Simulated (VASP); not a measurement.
# CdPd3 (Pm-3m) in VASP: single point with LDA

Aim: the single point of CdPd3 with LDA.

Program: VASP 6.6.1. These are calculated values, not measurements. Logs are shortened: lines on timing, memory, paths and dates and some standing lists are left out, and cuts for length are marked.

## 1. The cell of the first run

Symmetry: Pm-3m, No. 221, cubic system. Conventional cell: a = 3.914 Å, b = 3.914 Å, c = 3.914 Å, α = 90.00°, β = 90.00°, γ = 90.00°. Within 3.6 Å of Cd (site symmetry m-3m) lie 12 Pd at 2.77 Å. Within 3.6 Å of Pd (site symmetry 4/mmm) lie 4 Cd at 2.77 Å and 8 Pd at 2.77 Å.

## 2. Single point, LDA

INCAR reads:

```
SYSTEM = CdPd3
PREC = Accurate
ENCUT = 630
EDIFF = 1E-6
ISMEAR = 0
SIGMA = 0.1
LREAL = .FALSE.
LASPH = .TRUE.
NELM = 120
ALGO = Normal
ISIF = 2
LWAVE = .FALSE.
LCHARG = .FALSE.
NBANDS = 45
GGA_COMPAT = .FALSE.
```

KPOINTS reads:

```
Automatic mesh
0
G
  6 6 6
  0 0 0
```

POSCAR reads:

```
CdPd3
1.0
    3.9139103570      0.0000000000      0.0000000000
    0.0000000000      3.9139103570      0.0000000000
    0.0000000000      0.0000000000      3.9139103570
Cd Pd
1 3
Direct
    0.0000000000      0.0000000000      0.0000000000
    0.0000000000      0.5000000000      0.5000000000
    0.5000000000      0.0000000000      0.5000000000
    0.5000000000      0.5000000000      0.0000000000
```

Potentials or basis: VASP PAW LDA potentials, release 64 (Cd_sv_GW, Pd_sv_GW).

Launch:

```
cat potpaw_LDA.64/Cd_sv_GW/POTCAR potpaw_LDA.64/Pd_sv_GW/POTCAR > POTCAR
mpirun -np 1 vasp_std > vasp.out
```

OUTCAR:

```text
SYSTEM = CdPd3
   PREC = Accurate
   ENCUT = 630
   EDIFF = 1E-6
   ISMEAR = 0
   LREAL = .FALSE.
   LASPH = .TRUE.
   NELM = 120
   ISIF = 2

 ion  position               nearest neighbor table
   1  0.000  0.000  0.000-
   2  0.000  0.500  0.500-
   3  0.500  0.000  0.500-
   4  0.500  0.500  0.000-

  LATTYP: Found a simple cubic cell.
 ALAT       =     3.9139103570

  Lattice vectors:

 A1 = (   3.9139103570,   0.0000000000,   0.0000000000)
 A2 = (   0.0000000000,   3.9139103570,   0.0000000000)
 A3 = (   0.0000000000,   0.0000000000,   3.9139103570)

Analysis of symmetry for initial positions (statically):
=====================================================================
 Subroutine PRICEL returns:
 Original cell was already a primitive cell.

 Routine SETGRP: Setting up the symmetry group for a
 simple cubic supercell.

 Subroutine GETGRP returns: Found 48 space group operations
 (whereof 48 operations were pure point group operations)
 out of a pool of 48 trial point group operations.

The static configuration has the point symmetry O_h .

Analysis of symmetry for dynamics (positions and initial velocities):
=====================================================================
 Subroutine PRICEL returns:
 Original cell was already a primitive cell.

 Routine SETGRP: Setting up the symmetry group for a
 simple cubic supercell.

 Subroutine GETGRP returns: Found 48 space group operations
 (whereof 48 operations were pure point group operations)
 out of a pool of 48 trial point group operations.

The dynamic configuration has the point symmetry O_h .

 Subroutine INISYM returns: Found 48 space group operations
 (whereof 48 operations are pure point group operations),
 and found     1 'primitive' translations

----------------------------------------------------------------------------------------

                                     Primitive cell

  volume of cell :      59.9560

  direct lattice vectors                    reciprocal lattice vectors
     3.913910357  0.000000000  0.000000000     0.255498953  0.000000000  0.000000000
     0.000000000  3.913910357  0.000000000     0.000000000  0.255498953  0.000000000
     0.000000000  0.000000000  3.913910357     0.000000000  0.000000000  0.255498953

  length of vectors
     3.913910357  3.913910357  3.913910357     0.255498953  0.255498953  0.255498953

  position of ions in fractional coordinates (direct lattice)
     0.000000000  0.000000000  0.000000000
     0.000000000  0.500000000  0.500000000
     0.500000000  0.000000000  0.500000000
[... 75 lines left out ...]
   EDIFF  = 0.1E-05   stopping-criterion for ELM
   LREAL  =      F    real-space projection
   EDIFFG = 0.1E-04   stopping-criterion for IOM
   NSW    =      0    number of steps for IOM
   IBRION =     -1    ionic relax: 0-MD 1-quasi-New 2-CG
   NFREE  =      0    steps in history (QN), initial steepest desc. (CG)
   ISIF   =      2    stress and relaxation
   ISYM   =      2    0-nonsym 1-usesym 2-fastsym
   POTIM  = 0.5000    time-step for ionic-motion
   TEBEG  =    0.0;   TEEND  =   0.0 temperature during run
   PSTRESS=    0.0 pullay stress
   NELECT =      74.0000    total number of electrons
   NUPDOWN=      -1.0000    fix difference up-down
   EMIN   =  10.00;   EMAX   =-10.00  energy-range for DOS
   EFERMI =   0.00;   METHOD = LEGACY
   ISMEAR =     0;   SIGMA  =   0.10  broadening in eV -4-tet -1-fermi 0-gaus
   EFERMI_NEDOS =   21; number of points for ismear=-14 and -15
   IALGO  =     38    algorithm
   IMIX   =      4    mixing-type and parameters
     AMIX     =   0.40;   BMIX     =  1.00
     AMIX_MAG =   1.60;   BMIX_MAG =  1.00
  volume/ion in A,a.u.               =      14.99       101.15
  Fermi-wavevector in a.u.,A,eV,Ry     =   1.756067  3.318486 41.957278  3.083773
  Thomas-Fermi vector in A             =   2.825690
   LORBIT       =      0    0 simple, 1 ext, 2 COOP (PROOUT), +10 PAW based schemes
   GGA     = CA    functional components
   LHFCALC =     F    Hartree Fock is set to
   AEXX    =    0.0000 exact exchange contribution
   IVDW    =     0    specifies the selected vdW correction
   LEPSILON=     F    determine dielectric tensor
   LRPA    =     F    only Hartree local field effects (RPA)
 non-spin polarized calculation
 Gauss-broadening in eV      SIGMA  =   0.10
  energy-cutoff  :      630.00
  volume of cell :       59.96
 maximum number of plane-waves:      2178
   NGX = 17   NGY = 17   NGZ = 17

 number of electron      74.0000043 magnetization

 Free energy of the ion-electron system (eV)
  ---------------------------------------------------
  ext. energy  EPLUGINS =         0.00000000
  ---------------------------------------------------
  free energy    TOTEN  =       -17.64360541 eV

  energy without entropy =      -17.61387977  energy(sigma->0) =      -17.62874259

 E-fermi :   8.3303     XC(G=0): -13.7950

 val. band max:        8.3182619278   @ k =   0.5000   0.5000   0.5000
 cond. band min:       8.3621481142   @ k =   0.3333   0.3333   0.3333
 fundamental gap:      0.0438861864
 Fermi energy:         8.3302972334

 k-point     1 :       0.0000    0.0000    0.0000
  band No.  band energies     occupation
      1     -93.1306      2.00000
      2     -75.1690      2.00000
      3     -75.1162      2.00000
      4     -75.1162      2.00000
      5     -54.5092      2.00000
      6     -54.5092      2.00000
[... 949 lines left out ...]
     44      14.5575      0.00000
     45      24.0657      0.00000

------------------------ aborting loop because EDIFF is reached ----------------------------------------

  FORCE on cell =-STRESS in cart. coord.  units (eV):
  Direction    XX          YY          ZZ          XY          YZ          ZX
  --------------------------------------------------------------------------------------
  -------------------------------------------------------------------------------------
  Total        0.0780809      0.0780809      0.0780809      0.0000000      0.0000000     -0.0000000
  in kB        2.0865214      2.0865214      2.0865214      0.0000000      0.0000000     -0.0000000
  external PRESSURE =       2.0865214 kB  Pullay stress =       0.0000000 kB

 VOLUME and BASIS-vectors are now :
 -----------------------------------------------------------------------------
  energy-cutoff  :      630.00
  volume of cell :       59.96
      direct lattice vectors                 reciprocal lattice vectors
     3.913910357  0.000000000  0.000000000     0.255498953  0.000000000  0.000000000
     0.000000000  3.913910357  0.000000000     0.000000000  0.255498953  0.000000000
     0.000000000  0.000000000  3.913910357     0.000000000  0.000000000  0.255498953

 POSITION                                       TOTAL-FORCE (eV/Angst)
 -----------------------------------------------------------------------------------
      0.00000      0.00000      0.00000         0.000000      0.000000      0.000000
      0.00000      1.95696      1.95696         0.000000      0.000000      0.000000
      1.95696      0.00000      1.95696         0.000000      0.000000      0.000000
      1.95696      1.95696      0.00000         0.000000      0.000000      0.000000
 -----------------------------------------------------------------------------------
    total drift:                                0.000000     -0.000000     -0.000000

  FREE ENERGIE OF THE ION-ELECTRON SYSTEM (eV)
  ---------------------------------------------------
  free  energy   TOTEN  =       -17.6436054138 eV

  energy  without entropy=      -17.6138797716  energy(sigma->0) =      -17.62874259
```

Run time: 32 s. Hardware: 1 thread of Intel Xeon 6975P-C (Granite Rapids), shared host; peak memory 0.21 GiB.

What came out:

```yaml
Free_energy: -17.6436 eV
Pressure: 0.2 GPa
Band_gap_on_the_k_mesh: zero (bands 37 and 38 overlap by 0.59 eV)
```

Levels at points of the mesh, in eV from the Fermi level:
| k point | band 35 | band 36 | band 37 | band 38 | band 39 | band 40 |
| --- | --- | --- | --- | --- | --- | --- |
| (0.00, 0.00, 0.00) | 0.32 | 0.32 | 0.32 | 2.19 | 2.19 | 2.19 |
| (0.50, 0.00, 0.00) | -1.59 | -1.37 | -0.63 | 0.32 | 7.30 | 7.30 |
| (0.50, 0.50, 0.00) | -1.31 | -1.25 | 0.36 | 0.52 | 1.91 | 1.91 |
| (0.50, 0.50, 0.50) | -0.27 | -0.27 | -0.01 | -0.01 | -0.01 | 0.87 |

The gap in the log of VASP goes by the Fermi energy; the results here count the filled bands.